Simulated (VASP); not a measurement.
# NiO (Fm-3m) in VASP: single point with r2SCAN

Aim: the single point of NiO with r2SCAN.

All numbers are computed with VASP 6.6.1; they aren't measurements. Logs are shortened: lines on timing, memory, paths and dates and some standing lists are left out, and cuts for length are marked.

**Measured values to compare with.**

“Local correlations, non-local screening, multiplets, and band formation in NiO”, 2012, arxiv:1210.6675 quotes, for a bulk crystal of NiO: band gap 4.3 eV.

The runs below are set against these values where they give the same quantity.

## (1) The cell of the first run

It takes space group Fm-3m (No. 225, cubic). Conventional cell: a = 4.183 Å, b = 4.183 Å, c = 4.183 Å, α = 90.00°, β = 90.00°, γ = 90.00°. Within 2.8 Å of Ni (site symmetry m-3m) lie 6 O at 2.09 Å. Within 2.8 Å of O (site symmetry m-3m) lie 6 Ni at 2.09 Å.

## (2) Single point, r2SCAN, collinear spin, ferromagnetic start

Input file POSCAR:

```
NiO
1.0
    4.1826200000      2.0913100000      2.0913100000
    2.0913100000      4.1826200000      2.0913100000
    2.0913100000      2.0913100000      4.1826200000
Ni O
2 2
Direct
    0.0000000000      0.0000000000      0.0000000000
    0.5000000000      0.5000000000      0.5000000000
    0.2500000000      0.2500000000      0.2500000000
    0.7500000000      0.7500000000      0.7500000000
```

Input file INCAR.step1:

```
PREC     = Accurate       # precision mode
ENCUT    = 520            # plane-wave cutoff, eV
ISMEAR   = 0              # smearing method
SIGMA    = 0.02           # smearing width, eV
LREAL    = False          # projectors in reciprocal space
LASPH    = True           # aspherical terms in the spheres
NELM     = 150            # most SCF steps
ISPIN    = 2              # spin polarisation
MAGMOM   = 2 2 0 0        # initial moments
LMAXMIX  = 4              # l up to which the mixer works
NBANDS   = 28             # bands
GGA      = PE             # functional
ALGO     = Normal         # electronic algorithm
EDIFF    = 1E-4           # SCF threshold, eV
LWAVE    = True           # write WAVECAR
LCHARG   = False          # write CHGCAR
```

Input file INCAR.step2:

```
PREC     = Accurate       # precision mode
ENCUT    = 520            # plane-wave cutoff, eV
EDIFF    = 1E-6           # SCF threshold, eV
ISMEAR   = 0              # smearing method
SIGMA    = 0.02           # smearing width, eV
LREAL    = False          # projectors in reciprocal space
LASPH    = True           # aspherical terms in the spheres
NELM     = 150            # most SCF steps
ALGO     = Normal         # electronic algorithm
ISIF     = 2              # what is computed and relaxed
LWAVE    = False          # write WAVECAR
LCHARG   = True           # write CHGCAR
ISPIN    = 2              # spin polarisation
MAGMOM   = 2 2 0 0        # initial moments
LORBIT   = 11             # projections on sites
LMAXMIX  = 4              # l up to which the mixer works
METAGGA  = R2SCAN         # meta-GGA
LMIXTAU  = True         
LELF     = True           # ELF
LVHAR    = True         
NBANDS   = 28             # bands
ISTART   = 1
```

Input file KPOINTS:

```
regular mesh
0
Gamma
  7 7 7
```

Potentials or basis: VASP PAW PBE potentials, release 64 (Ni, O).

Run with:

```console
$ cat potpaw_PBE.64/Ni/POTCAR potpaw_PBE.64/O/POTCAR > POTCAR
$ cp INCAR.step1 INCAR
$ mpirun -np 1 vasp_std > vasp.out
$ cp INCAR.step2 INCAR
$ mpirun -np 1 vasp_std > vasp.out
```

OUTCAR:

```text
PREC = Accurate
   ENCUT = 520
   EDIFF = 1E-6
   ISMEAR = 0
   LREAL = False
   LASPH = True
   NELM = 150
   ISIF = 2
   ISPIN = 2
   LORBIT = 11
   METAGGA = R2SCAN
   ISTART = 1

 ion  position               nearest neighbor table
   1  0.000  0.000  0.000-   4 2.09   4 2.09   4 2.09   3 2.09   3 2.09   3 2.09   2 2.96   2 2.96
                             2 2.96   2 2.96   2 2.96   2 2.96
   2  0.500  0.500  0.500-   3 2.09   3 2.09   3 2.09   4 2.09   4 2.09   4 2.09   1 2.96   1 2.96
                             1 2.96   1 2.96   1 2.96   1 2.96
   3  0.250  0.250  0.250-   1 2.09   1 2.09   1 2.09   2 2.09   2 2.09   2 2.09
   4  0.750  0.750  0.750-   2 2.09   2 2.09   2 2.09   1 2.09   1 2.09   1 2.09

  LATTYP: Found a trigonal (rhomboedric) cell.
 ALAT       =     5.1226423940
 COS(alpha) =     0.8333333333

  Lattice vectors:

 A1 = (   4.1826200000,   2.0913100000,   2.0913100000)
 A2 = (   2.0913100000,   4.1826200000,   2.0913100000)
 A3 = (   2.0913100000,   2.0913100000,   4.1826200000)

Analysis of symmetry for initial positions (statically):
=====================================================================
 Subroutine PRICEL returns following result:

  LATTYP: Found a face centered cubic cell.
 ALAT       =     4.1826200000
[... 12 lines left out ...]
 Subroutine GETGRP returns: Found 12 space group operations
 (whereof 12 operations were pure point group operations)
 out of a pool of 12 trial point group operations.

The static configuration has the point symmetry D_3d.

Analysis of symmetry for dynamics (positions and initial velocities):
=====================================================================
 Subroutine PRICEL returns following result:

  LATTYP: Found a face centered cubic cell.
 ALAT       =     4.1826200000
[... 12 lines left out ...]
 Subroutine GETGRP returns: Found 12 space group operations
 (whereof 12 operations were pure point group operations)
 out of a pool of 12 trial point group operations.

The dynamic configuration has the point symmetry D_3d.

Analysis of structural, dynamic, and magnetic symmetry:
=====================================================================
 Subroutine PRICEL returns following result:

  LATTYP: Found a face centered cubic cell.
 ALAT       =     4.1826200000
[... 12 lines left out ...]
 Subroutine GETGRP returns: Found 12 space group operations
 (whereof 12 operations were pure point group operations)
 out of a pool of 12 trial point group operations.

The overall configuration has the point symmetry D_3d.

 Subroutine INISYM returns: Found 12 space group operations
 (whereof 12 operations are pure point group operations),
 and found     2 'primitive' translations

----------------------------------------------------------------------------------------

                                     Primitive cell

  volume of cell :      18.2930

  direct lattice vectors                    reciprocal lattice vectors
     0.000000000 -2.091310000  2.091310000     0.239084593 -0.239084593  0.239084593
    -2.091310000  0.000000000  2.091310000    -0.239084593  0.239084593  0.239084593
    -2.091310000 -2.091310000  0.000000000    -0.239084593 -0.239084593 -0.239084593

  length of vectors
     2.957558965  2.957558965  2.957558965     0.414106662  0.414106662  0.414106662

  position of ions in fractional coordinates (direct lattice)
     0.000000000  0.000000000  0.000000000
     0.500000000  0.500000000  0.500000000

  ion indices of the primitive-cell ions
   primitive index   ion index
                 1           1
                 2           3

----------------------------------------------------------------------------------------

 KPOINTS: regular mesh

Automatic generation of k-mesh.
 Grid dimensions read from file:
 generate k-points for:    7    7    7

 Generating k-lattice:

  Cartesian coordinates                     Fractional coordinates (reciprocal lattice)
     0.051232413 -0.017077471 -0.017077471     0.142857143  0.000000000  0.000000000
    -0.017077471  0.051232413 -0.017077471     0.000000000  0.142857143  0.000000000
    -0.017077471 -0.017077471  0.051232413     0.000000000  0.000000000  0.142857143

  Length of vectors
     0.056639563  0.056639563  0.056639563

  Shift w.r.t. Gamma in fractional coordinates (k-lattice)
     0.000000000  0.000000000  0.000000000

 Subroutine IBZKPT returns following result:
 ===========================================

 Found     44 irreducible k-points:

 Following reciprocal coordinates:
            Coordinates               Weight
  0.000000  0.000000  0.000000      1.000000
  0.142857  0.000000  0.000000      6.000000
  0.285714 -0.000000 -0.000000      6.000000
  0.428571 -0.000000 -0.000000      6.000000
  0.142857  0.142857  0.000000      6.000000
  0.285714  0.142857 -0.000000     12.000000
[... 16 lines left out ...]
  0.285714  0.285714  0.142857      6.000000
  0.428571  0.285714  0.142857     12.000000
 [... further k-points ...]
   k-points           NKPTS =     44   k-points in BZ     NKDIM =     44   number of bands    NBANDS=     28
   number of dos      NEDOS =    301   number of ions     NIONS =      4
   total plane-waves  NPLWV =  64000
   dimension x,y,z NGX =    40 NGY =   40 NGZ =   40
   dimension x,y,z NGXF=    80 NGYF=   80 NGZF=   80
   ions per type =               2   2
   NGX,Y,Z   is equivalent  to a cutoff of  12.98, 12.98, 12.98 a.u.
   NGXF,Y,Z  is equivalent  to a cutoff of  25.96, 25.96, 25.96 a.u.
 SYSTEM =  unknown system
   PREC   = accura    normal or accurate (medium, high low for compatibility)
   ISTART =      1    job   : 0-new  1-cont  2-samecut
   ICHARG =      0    charge: 1-file 2-atom 10-const
   ISPIN  =      2    spin polarized calculation?
   LNONCOLLINEAR =      F non collinear calculations
   LSORBIT =      F    spin-orbit coupling
   LASPH  =      T    aspherical Exc in radial PAW
   ENCUT  =  520.0 eV  38.22 Ry    6.18 a.u.   9.52  9.52  9.52*2*pi/ulx,y,z
   NELM   =    150;   NELMIN=  2; NELMDL=  0     # of ELM steps
   EDIFF  = 0.1E-05   stopping-criterion for ELM
   LREAL  =      F    real-space projection
   EDIFFG = 0.1E-04   stopping-criterion for IOM
   NSW    =      0    number of steps for IOM
   IBRION =     -1    ionic relax: 0-MD 1-quasi-New 2-CG
   NFREE  =      0    steps in history (QN), initial steepest desc. (CG)
   ISIF   =      2    stress and relaxation
   ISYM   =      2    0-nonsym 1-usesym 2-fastsym
   POTIM  = 0.5000    time-step for ionic-motion
   TEBEG  =    0.0;   TEEND  =   0.0 temperature during run
   PSTRESS=    0.0 pullay stress
   NELECT =      32.0000    total number of electrons
   NUPDOWN=      -1.0000    fix difference up-down
   EMIN   =  10.00;   EMAX   =-10.00  energy-range for DOS
   EFERMI =   0.00;   METHOD = LEGACY
   ISMEAR =     0;   SIGMA  =   0.02  broadening in eV -4-tet -1-fermi 0-gaus
   EFERMI_NEDOS =   21; number of points for ismear=-14 and -15
   IALGO  =     38    algorithm
   IMIX   =      4    mixing-type and parameters
     AMIX     =   0.40;   BMIX     =  1.00
     AMIX_MAG =   1.60;   BMIX_MAG =  1.00
  volume/ion in A,a.u.               =       9.15        61.72
  Fermi-wavevector in a.u.,A,eV,Ry     =   1.565620  2.958593 33.350146  2.451167
  Thomas-Fermi vector in A             =   2.668069
   LORBIT       =     11    0 simple, 1 ext, 2 COOP (PROOUT), +10 PAW based schemes
   METAGGA = R2SCAN    functional components
   LHFCALC =     F    Hartree Fock is set to
   AEXX    =    0.0000 exact exchange contribution
   IVDW    =     0    specifies the selected vdW correction
   LEPSILON=     F    determine dielectric tensor
   LRPA    =     F    only Hartree local field effects (RPA)
 spin polarized calculation
 Gauss-broadening in eV      SIGMA  =   0.02
  energy-cutoff  :      520.00
  volume of cell :       36.59
 maximum number of plane-waves:      1011
 NGX is ok and might be reduce to    40
   NGX = 19   NGY = 19   NGZ = 19

 number of electron      32.0000011 magnetization       3.9999963

 Free energy of the ion-electron system (eV)
  ---------------------------------------------------
  ext. energy  EPLUGINS =         0.00000000
  ---------------------------------------------------
  free energy    TOTEN  =       -40.22106994 eV

  energy without entropy =      -40.22106994  energy(sigma->0) =      -40.22106994

 E-fermi :   7.6346     XC(G=0): -13.3800

 val. band max:        7.4536528496   @ k =   0.0000   0.0000   0.0000
 cond. band min:       8.1791068114   @ k =   0.0000   0.0000   0.0000
 fundamental gap:      0.7254539617
 Fermi energy:         7.6346424359

 spin component 1

 k-point     1 :       0.0000    0.0000    0.0000
  band No.  band energies     occupation
      1     -13.5962      1.00000
      2     -12.2651      1.00000
      3      -0.6787      1.00000
      4       1.2005      1.00000
      5       1.2006      1.00000
      6       3.4745      1.00000
[... 733 lines left out ...]
     27      26.9198      0.00000
     28      28.4196      0.00000

 [... further k-points ...]

 spin component 2

 k-point     1 :       0.0000    0.0000    0.0000
  band No.  band energies     occupation
      1     -13.0639      1.00000
      2     -11.6481      1.00000
      3      -0.2365      1.00000
      4       3.0653      1.00000
      5       3.0654      1.00000
      6       5.2484      1.00000
[... 733 lines left out ...]
     27      27.3947      0.00000
     28      28.8443      0.00000

 [... further k-points ...]
[... 5 lines left out ...]
  --------------------------------------------------------------------------------------
  -------------------------------------------------------------------------------------
  Total        0.2270014      0.2270014      0.2270014     -0.0004487     -0.0004487     -0.0004487
  in kB        9.9408588      9.9408588      9.9408588     -0.0196509     -0.0196509     -0.0196509
  external PRESSURE =       9.9408588 kB  Pullay stress =       0.0000000 kB

 VOLUME and BASIS-vectors are now :
 -----------------------------------------------------------------------------
  energy-cutoff  :      520.00
  volume of cell :       36.59
      direct lattice vectors                 reciprocal lattice vectors
     4.182620000  2.091310000  2.091310000     0.358626889 -0.119542296 -0.119542296
     2.091310000  4.182620000  2.091310000    -0.119542296  0.358626889 -0.119542296
     2.091310000  2.091310000  4.182620000    -0.119542296 -0.119542296  0.358626889

 POSITION                                       TOTAL-FORCE (eV/Angst)
 -----------------------------------------------------------------------------------
      0.00000      0.00000      0.00000        -0.000000     -0.000000     -0.000000
      4.18262      4.18262      4.18262        -0.000000     -0.000000      0.000000
      2.09131      2.09131      2.09131        -0.000000      0.000000      0.000000
      6.27393      6.27393      6.27393         0.000000      0.000000      0.000000
 -----------------------------------------------------------------------------------
    total drift:                                0.000000     -0.000000     -0.000000

  FREE ENERGIE OF THE ION-ELECTRON SYSTEM (eV)
  ---------------------------------------------------
  free  energy   TOTEN  =       -40.2210699383 eV

  energy  without entropy=      -40.2210699383  energy(sigma->0) =      -40.22106994

 total charge

# of ion       s       p       d       tot
------------------------------------------
    1        0.335   0.416   8.170   8.921
    2        0.335   0.416   8.170   8.921
    3        1.555   3.493   0.000   5.048
    4        1.555   3.493   0.000   5.048
--------------------------------------------------
tot          3.780   7.818  16.339  27.938

 magnetization (x)

# of ion       s       p       d       tot
------------------------------------------
    1        0.011   0.012   1.670   1.693
    2        0.011   0.012   1.670   1.693
    3        0.028   0.248   0.000   0.276
    4        0.028   0.248   0.000   0.276
--------------------------------------------------
tot          0.079   0.519   3.340   3.938
```

Wall time 23 min (1 thread of AMD EPYC 7R13, shared host); peak memory 0.32 GiB.

What came out:

```yaml
Free_energy: -40.2211 eV
Pressure: 1.0 GPa
Band_gap_on_the_k_mesh: 0.73 eV
Net_moment: 4.00 μB per cell
Site_moments: Ni +1.69; O +0.28 μB
Valence_electrons_inside_the_program's_atomic_spheres: Ni 8.92; O 5.05
```

Levels at points of the mesh, in eV from the valence-band top:
Spin up:
```tsv
k point	band 15	band 16	band 17	band 18	band 19	band 20	band 21	band 22
(0.00, 0.00, 0.00)	-2.50	-1.82	0.00	0.00	2.17	6.35	10.90	14.87
```
Spin down:
```
           k point  band 10  band 11  band 12  band 13  band 14  band 15  band 16  band 17  band 18  band 19
(0.00, 0.00, 0.00)    -2.09    -2.09    -1.26    -1.26    -0.88     0.73     0.73     2.73     3.49     3.49
```

Caveat: the PAW data sets were made with another functional, which shifts forces and pressure a little.

## (3) How close it comes

Step 2. Measured gap of NiO: 4.3 eV (quoted in “Local correlations, non-local screening, multiplets, and band formation in NiO”, 2012, arxiv:1210.6675). This calculation gives 0.73 eV (-3.57 eV). So large a miss can be the level of theory's own, or it may mean another phase, state or a wrong row. The value is that of r2SCAN on a finite k mesh, which can miss the band edges, without temperature or zero-point motion. The run's magnetic order (collinear spin, ferromagnetic start) needn't be the measured crystal's.
